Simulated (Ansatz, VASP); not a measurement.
**C in VASP and in Ansatz**

File INCAR:

```
SYSTEM = C
  ALGO = Normal
  EDIFF = 1E-6
  ENCUT = 520
  GGA = PE
  ISIF = 2
  ISMEAR = 0
  IVDW = 12
  LASPH = .TRUE.
  LCHARG = .TRUE.
  LELF = .TRUE.
  LREAL = .FALSE.
  LVHAR = .TRUE.
  LWAVE = .FALSE.
  NBANDS = 16
  NELM = 80
  PREC = Accurate
  SIGMA = 0.15
```

KPOINTS

```
k-points
0
G
  22 22 8
  0 0 0
```

POSCAR

```
C
1.0
    1.2327689981     -2.1341461166      0.0000000000
    1.2327689981      2.1341461166      0.0000000000
    0.0000000000      0.0000000000      6.7989836842
C
4
Direct
    0.0271027905      0.8885802689      0.7500000000
    0.5833101797      0.4166898203      0.2500000000
    0.9166898203      0.0833101797      0.2500000000
    0.4166898203      0.5833101797      0.7500000000
```

Input for Ansatz:

```yaml
crystal:
  lattice:
    - [1.2327689981, -2.1341461166, 0.0]
    - [1.2327689981, 2.1341461166, 0.0]
    - [0.0, 0.0, 6.7989836842]
  atoms:
    - { symbol: C, position: [0.0271027905, 0.8885802689, 0.75] }
    - { symbol: C, position: [0.5833101797, 0.4166898203, 0.25] }
    - { symbol: C, position: [0.9166898203, 0.0833101797, 0.25] }
    - { symbol: C, position: [0.4166898203, 0.5833101797, 0.75] }
basis:
  ecutwfc: 420
kpoints:
  mp_grid: { grid: [22, 22, 8] }
hamiltonian:
  xc: pbe
  dispersion: d3bj
scf:
  occupations: { method: gaussian, width: 0.15 }
output:
  forces: true
  stress: true
  eigenvalues: true
```

Alike in both runs: task single point; functional PBE; dispersion D3(BJ); k mesh 22 × 22 × 8; occupations gaussian, width 0.15 eV; no spin polarisation.

|  | VASP | Ansatz |
| --- | --- | --- |
| version | VASP 6.6.1 | Ansatz 0.2.0 |
| potentials or method | VASP PAW PBE potentials, release 64 (C), cutoff 520 eV | scalar-relativistic, plane waves, PAW |
| valence electrons in the cell | 16 | 16 |

Ansatz gave:

| Item | Value |
| --- | --- |
| gap on the k mesh at the Fermi level (eV) | 0.06 |
| least direct gap on the mesh (eV) | 0.18 |
| pressure (GPa) | 3.7 |
| traceless stress, the component that is largest in VASP (GPa) | -6.50 |
| rms of the force components (eV/Å) | 3.048 |

Q: What did VASP give for the same quantities?

A: gap on the k mesh at the Fermi level (eV): 0.06; least direct gap on the mesh (eV): 0.18; pressure (GPa): 4.1; traceless stress, the component that is largest in VASP (GPa): -6.59; rms of the force components (eV/Å): 3.053.

Atom by atom the forces differ by 0.005 eV/Å (rms over components).
